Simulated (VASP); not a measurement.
# Al (Fm-3m) in VASP: further runs

The runs below take Al through single point, with HSE06.

Everything below comes from runs of VASP 6.6.1. Logs are shortened: lines on timing, memory, paths and dates and some standing lists are left out, and cuts for length are marked.

## Step 1: The cell of the first run

The structure is cubic, space group Fm-3m (No. 225). Conventional cell: a = 4.093 Å, b = 4.093 Å, c = 4.093 Å, α = 90.00°, β = 90.00°, γ = 90.00°. Al (site symmetry m-3m) has 12 Al at 2.89 Å within 3.8 Å.

## Step 2: Single point, HSE06

Contents of POSCAR:

```
Al
1.0
    0.0000000000      2.0465819957      2.0465819957
    2.0465819957      0.0000000000      2.0465819957
    2.0465819957      2.0465819957      0.0000000000
Al
1
Direct
    0.0000000000      0.0000000000      0.0000000000
```

Contents of INCAR.step1:

```
SYSTEM = Al
  PREC = Accurate
  ENCUT = 520
  EDIFF = 1E-5
  ISMEAR = -1
  SIGMA = 0.1
  LREAL = .False.
  LASPH = .True.
  NELM = 80
  ALGO = Normal
  ISIF = 2
  LWAVE = .True.
  GGA = PE
  NBANDS = 8
```

Contents of INCAR.step2:

```
SYSTEM = Al
  PREC = Accurate
  ENCUT = 520
  EDIFF = 1E-6
  ISMEAR = -1
  SIGMA = 0.1
  LREAL = .False.
  LASPH = .True.
  NELM = 80
  ALGO = Normal
  ISIF = 2
  LWAVE = .False.
  LCHARG = .True.
  GGA = PE
  LHFCALC = .True.
  HFSCREEN = 0.2079
  PRECFOCK = Normal
  LELF = .True.
  LVHAR = .True.
  ISTART = 1
  NBANDS = 8
```

Contents of KPOINTS:

```
Automatic mesh
0
Gamma
  6 6 6
  0 0 0
```

Potentials or basis: VASP PAW PBE potentials, release 64 (Al).

Command:

```
> cat potpaw_PBE.64/Al/POTCAR > POTCAR
> cp INCAR.step1 INCAR
> mpirun -np 1 vasp_std > vasp.out
> cp INCAR.step2 INCAR
> mpirun -np 1 vasp_std > vasp.out
```

OUTCAR:

```text
SYSTEM = Al
   PREC = Accurate
   ENCUT = 520
   EDIFF = 1E-6
   ISMEAR = -1
   LREAL = .False.
   LASPH = .True.
   NELM = 80
   ISIF = 2
   GGA = PE
   LHFCALC = .True.
   HFSCREEN = 0.2079
   PRECFOCK = Normal
   ISTART = 1

 ion  position               nearest neighbor table
   1  0.000  0.000  0.000-

  LATTYP: Found a face centered cubic cell.
 ALAT       =     4.0931639914

  Lattice vectors:

 A1 = (   0.0000000000,   2.0465819957,   2.0465819957)
 A2 = (   2.0465819957,   0.0000000000,   2.0465819957)
 A3 = (   2.0465819957,   2.0465819957,   0.0000000000)

Analysis of symmetry for initial positions (statically):
=====================================================================
 Subroutine PRICEL returns:
 Original cell was already a primitive cell.

 Routine SETGRP: Setting up the symmetry group for a
 face centered cubic supercell.

 Subroutine GETGRP returns: Found 48 space group operations
 (whereof 48 operations were pure point group operations)
 out of a pool of 48 trial point group operations.

The static configuration has the point symmetry O_h .

Analysis of symmetry for dynamics (positions and initial velocities):
=====================================================================
 Subroutine PRICEL returns:
 Original cell was already a primitive cell.

 Routine SETGRP: Setting up the symmetry group for a
 face centered cubic supercell.

 Subroutine GETGRP returns: Found 48 space group operations
 (whereof 48 operations were pure point group operations)
 out of a pool of 48 trial point group operations.

The dynamic configuration has the point symmetry O_h .

 Subroutine INISYM returns: Found 48 space group operations
 (whereof 48 operations are pure point group operations),
 and found     1 'primitive' translations

----------------------------------------------------------------------------------------

                                     Primitive cell

  volume of cell :      17.1442

  direct lattice vectors                    reciprocal lattice vectors
     0.000000000  2.046581996  2.046581996    -0.244309781  0.244309781  0.244309781
     2.046581996  0.000000000  2.046581996     0.244309781 -0.244309781  0.244309781
     2.046581996  2.046581996  0.000000000     0.244309781  0.244309781 -0.244309781

  length of vectors
     2.894304015  2.894304015  2.894304015     0.423156954  0.423156954  0.423156954

  position of ions in fractional coordinates (direct lattice)
     0.000000000  0.000000000  0.000000000

  ion indices of the primitive-cell ions
   primitive index   ion index
                 1           1

----------------------------------------------------------------------------------------

 KPOINTS: Automatic mesh

Automatic generation of k-mesh.
 Grid dimensions read from file:
 generate k-points for:    6    6    6

 Generating k-lattice:

  Cartesian coordinates                     Fractional coordinates (reciprocal lattice)
    -0.040718297  0.040718297  0.040718297     0.166666667  0.000000000  0.000000000
     0.040718297 -0.040718297  0.040718297     0.000000000  0.166666667  0.000000000
     0.040718297  0.040718297 -0.040718297     0.000000000  0.000000000  0.166666667

  Length of vectors
     0.070526159  0.070526159  0.070526159

  Shift w.r.t. Gamma in fractional coordinates (k-lattice)
     0.000000000  0.000000000  0.000000000

 Subroutine IBZKPT returns following result:
 ===========================================

 Found     16 irreducible k-points:

 Following reciprocal coordinates:
            Coordinates               Weight
  0.000000  0.000000  0.000000      1.000000
  0.166667  0.000000  0.000000      8.000000
  0.333333  0.000000  0.000000      8.000000
  0.500000  0.000000  0.000000      4.000000
  0.166667  0.166667  0.000000      6.000000
  0.333333  0.166667  0.000000     24.000000
[... 8 lines left out ...]
 -0.333333  0.333333  0.166667     24.000000
 -0.333333  0.500000  0.166667     12.000000
   k-points           NKPTS =     16   k-points in BZ     NKDIM =    216   number of bands    NBANDS=      8
   number of dos      NEDOS =    301   number of ions     NIONS =      1
   total plane-waves  NPLWV =  13824
   dimension x,y,z NGX =    24 NGY =   24 NGZ =   24
   dimension x,y,z NGXF=    48 NGYF=   48 NGZF=   48
   ions per type =               1
   NGX,Y,Z   is equivalent  to a cutoff of  13.79, 13.79, 13.79 a.u.
   NGXF,Y,Z  is equivalent  to a cutoff of  27.57, 27.57, 27.57 a.u.
 SYSTEM =  Al
   PREC   = accura    normal or accurate (medium, high low for compatibility)
   ISTART =      1    job   : 0-new  1-cont  2-samecut
   ICHARG =      0    charge: 1-file 2-atom 10-const
   ISPIN  =      1    spin polarized calculation?
   LNONCOLLINEAR =      F non collinear calculations
   LSORBIT =      F    spin-orbit coupling
   LASPH  =      T    aspherical Exc in radial PAW
   ENCUT  =  520.0 eV  38.22 Ry    6.18 a.u.   5.38  5.38  5.38*2*pi/ulx,y,z
   NELM   =     80;   NELMIN=  2; NELMDL=  0     # of ELM steps
   EDIFF  = 0.1E-05   stopping-criterion for ELM
   LREAL  =      F    real-space projection
   EDIFFG = 0.1E-04   stopping-criterion for IOM
   NSW    =      0    number of steps for IOM
   IBRION =     -1    ionic relax: 0-MD 1-quasi-New 2-CG
   NFREE  =      0    steps in history (QN), initial steepest desc. (CG)
   ISIF   =      2    stress and relaxation
   ISYM   =      3    0-nonsym 1-usesym 2-fastsym
   POTIM  = 0.5000    time-step for ionic-motion
   TEBEG  =    0.0;   TEEND  =   0.0 temperature during run
   PSTRESS=    0.0 pullay stress
   NELECT =       3.0000    total number of electrons
   NUPDOWN=      -1.0000    fix difference up-down
   EMIN   =  10.00;   EMAX   =-10.00  energy-range for DOS
   EFERMI =   0.00;   METHOD = LEGACY
   ISMEAR =    -1;   SIGMA  =   0.10  broadening in eV -4-tet -1-fermi 0-gaus
   EFERMI_NEDOS =   21; number of points for ismear=-14 and -15
   IALGO  =     38    algorithm
   IMIX   =      1    mixing-type and parameters
     AMIX     =   0.40;   BMIX     =  1.00
     AMIX_MAG =   1.60;   BMIX_MAG =  1.00
  volume/ion in A,a.u.               =      17.14       115.69
  Fermi-wavevector in a.u.,A,eV,Ry     =   0.915678  1.730380 11.408025  0.838466
  Thomas-Fermi vector in A             =   2.040447
   LORBIT       =      0    0 simple, 1 ext, 2 COOP (PROOUT), +10 PAW based schemes
   GGA     = PE    functional components
   LHFCALC =     T    Hartree Fock is set to
   PRECFOCK=normal    Normal, Fast or Accurate (Low or Medium for compatibility)
   ENCUT4O =  -1.0   cutoff for four orbital integrals eV
   NKREDX  =     1    reduce k-point grid by
   NKREDY  =     1    reduce k-point grid by
   NKREDZ  =     1    reduce k-point grid by
   AEXX    =    0.2500 exact exchange contribution
   HFSCREEN=    0.2079 screening length (either q_TF or 0.3 A-1)
   HFSCREENC=   0.2079 screening length for correlation (either q_TF or 0.3 A-1)
   ENCUTFOCK=  -1.0 apply spherical cutoff to Coloumb kernel
   IVDW    =     0    specifies the selected vdW correction
   LEPSILON=     F    determine dielectric tensor
   LRPA    =     F    only Hartree local field effects (RPA)
 non-spin polarized calculation
  energy-cutoff  :      520.00
  volume of cell :       17.14
 maximum number of plane-waves:       475
 NGX is ok and might be reduce to    24
  NGX = 18; NGY = 18; NGZ = 18

 number of electron       3.0000000 magnetization

 Free energy of the ion-electron system (eV)
  ---------------------------------------------------
  ext. energy  EPLUGINS =         0.00000000
  ---------------------------------------------------
  free energy    TOTEN  =        -4.17480614 eV

  energy without entropy =       -4.16466009  energy(sigma->0) =       -4.16973312

 E-fermi :   7.9658     XC(G=0):  -8.3072

 val. band max:        6.9234176578   @ k =  -0.3333   0.5000   0.1667
 cond. band min:       8.0366822751   @ k =  -0.3333   0.3333   0.0000
 fundamental gap:      1.1132646173
 Fermi energy:         7.9657637279

 k-point     1 :       0.0000    0.0000    0.0000
  band No.  band energies     occupation
      1      -4.8149      2.00000
      2      21.0696      0.00000
      3      21.0696      0.00000
      4      21.0696      0.00000
      5      22.3037      0.00000
      6      22.3037      0.00000
      7      22.3037      0.00000
      8      24.7398      0.00000

 k-point     2 :       0.1667    0.0000    0.0000
  band No.  band energies     occupation
      1      -3.9902      2.00000
      2      14.7908      0.00000
      3      19.6609      0.00000
      4      19.6609      0.00000
      5      22.8350      0.00000
      6      24.3675      0.00000
      7      24.3675      0.00000
      8      25.7035      0.00000

 k-point     3 :       0.3333    0.0000    0.0000
  band No.  band energies     occupation
      1      -1.5240      2.00000
      2       8.1611      0.24842
      3      19.0434      0.00000
      4      19.0434      0.00000
      5      21.7125      0.00000
      6      21.7125      0.00000
      7      22.5741      0.00000
      8      25.5753      0.00000

 k-point     4 :       0.5000    0.0000    0.0000
  band No.  band energies     occupation
      1       2.4932      2.00000
      2       2.6432      2.00000
      3      19.5971      0.00000
      4      19.5971      0.00000
      5      19.8696      0.00000
      6      19.8696      0.00000
      7      23.3669      0.00000
      8      23.5294      0.00000

 k-point     5 :       0.1667    0.1667    0.0000
  band No.  band energies     occupation
      1      -3.7156      2.00000
      2      17.2424      0.00000
      3      17.2424      0.00000
      4      17.4939      0.00000
      5      20.4089      0.00000
      6      20.8326      0.00000
      7      27.4751      0.00000
      8      27.4751      0.00000
[... 89 lines left out ...]
 k-point    14 :       0.5000    0.3333    0.1667
  band No.  band energies     occupation
      1       0.6610      2.00000
      2       9.5277      0.00000
      3      11.0641      0.00000
      4      13.4132      0.00000
      5      21.1774      0.00000
      6      22.7030      0.00000
      7      24.8054      0.00000
      8      31.5160      0.00000

 k-point    15 :      -0.3333    0.3333    0.1667
  band No.  band energies     occupation
      1       4.5970      2.00000
      2       4.8154      2.00000
      3      10.9655      0.00000
      4      11.4382      0.00000
      5      22.3106      0.00000
      6      22.8809      0.00000
      7      27.3178      0.00000
      8      28.4703      0.00000

 k-point    16 :      -0.3333    0.5000    0.1667
  band No.  band energies     occupation
      1       5.3676      2.00000
      2       6.9234      1.99994
      3       8.5238      0.00752
      4      10.1446      0.00000
      5      20.2701      0.00000
      6      22.0121      0.00000
      7      28.4708      0.00000
      8      29.4804      0.00000

------------------------ aborting loop because EDIFF is reached ----------------------------------------

  FORCE on cell =-STRESS in cart. coord.  units (eV):
  Direction    XX          YY          ZZ          XY          YZ          ZX
  --------------------------------------------------------------------------------------
  -------------------------------------------------------------------------------------
  Total       -0.3512773     -0.3512773     -0.3512773     -0.0000000      0.0000000     -0.0000000
  in kB      -32.8279068    -32.8279068    -32.8279068     -0.0000000      0.0000000     -0.0000000
  external PRESSURE =     -32.8279068 kB  Pullay stress =       0.0000000 kB

 VOLUME and BASIS-vectors are now :
 -----------------------------------------------------------------------------
  energy-cutoff  :      520.00
  volume of cell :       17.14
      direct lattice vectors                 reciprocal lattice vectors
     0.000000000  2.046581996  2.046581996    -0.244309781  0.244309781  0.244309781
     2.046581996  0.000000000  2.046581996     0.244309781 -0.244309781  0.244309781
     2.046581996  2.046581996  0.000000000     0.244309781  0.244309781 -0.244309781

 POSITION                                       TOTAL-FORCE (eV/Angst)
 -----------------------------------------------------------------------------------
      0.00000      0.00000      0.00000         0.000000      0.000000      0.000000
 -----------------------------------------------------------------------------------
    total drift:                               -0.000000     -0.000000     -0.000000

  FREE ENERGIE OF THE ION-ELECTRON SYSTEM (eV)
  ---------------------------------------------------
  free  energy   TOTEN  =        -4.1748061448 eV

  energy  without entropy=       -4.1646600945  energy(sigma->0) =       -4.16973312
```

It took 3.6 min on 1 thread of AMD EPYC 7R13, shared host; peak memory 0.2 GiB.

Results:

```yaml
Free_energy: -4.1748 eV
Pressure: -3.3 GPa
Band_gap_on_the_k_mesh: zero (an odd number of electrons rules out a gap without spin polarisation)
```

Caveat: the k points lie up to 0.44 Å⁻¹ apart, too coarse for converged energies and pressures of a metal; the PAW data sets were made with another functional, which shifts forces and pressure a little.

## Step 3: Single point, HSE06

POSCAR is that of step 2.

Contents of INCAR.step1:

```
  ALGO = Normal
  EDIFF = 1E-5
  ENCUT = 520
  GGA = PE
  ISIF = 2
  ISMEAR = -1
  LASPH = True
  LCHARG = False
  LREAL = False
  LWAVE = True
  NBANDS = 8
  NELM = 100
  PREC = Accurate
  SIGMA = 0.1
```

Contents of INCAR.step2:

```
  ALGO = Normal
  EDIFF = 1E-6
  ENCUT = 520
  GGA = PE
  HFSCREEN = 0.2079
  ISIF = 2
  ISMEAR = -1
  ISTART = 1
  LASPH = True
  LCHARG = False
  LHFCALC = True
  LREAL = False
  LWAVE = False
  NBANDS = 8
  NELM = 100
  PREC = Accurate
  PRECFOCK = Normal
  SIGMA = 0.1
```

Contents of KPOINTS:

```
k-points
0
Gamma
  6 6 6
```

Potentials or basis: VASP PAW PBE potentials, release 64 (Al).

Command:

```
> cat potpaw_PBE.64/Al/POTCAR > POTCAR
> cp INCAR.step1 INCAR
> mpirun -np 1 vasp_std > vasp.out
> cp INCAR.step2 INCAR
> mpirun -np 1 vasp_std > vasp.out
```

Run time: 4.1 min. Hardware: 1 thread of AMD EPYC 7R13, shared host; peak memory 0.2 GiB.

It converged, with:

```
Free energy            : -4.1748 eV
Pressure               : -3.3 GPa
Band gap on the k mesh : zero (an odd number of electrons rules out a gap without spin polarisation)
```

Levels at points of the mesh, in eV from the Fermi level:
```tsv
k point	band 1	band 2	band 3	band 4	band 5	band 6
(0.00, 0.00, 0.00)	-12.78	13.10	13.10	13.10	14.34	14.34
(0.50, 0.00, 0.00)	-5.47	-5.32	11.63	11.63	11.90	11.90
(0.50, 0.50, 0.00)	-3.64	-2.11	5.49	5.70	5.70	9.18
```

Caveat: the k points lie up to 0.44 Å⁻¹ apart, too coarse for converged energies and pressures of a metal; the PAW data sets were made with another functional, which shifts forces and pressure a little.

The gap in the log of VASP goes by the Fermi energy; the results here count the filled bands.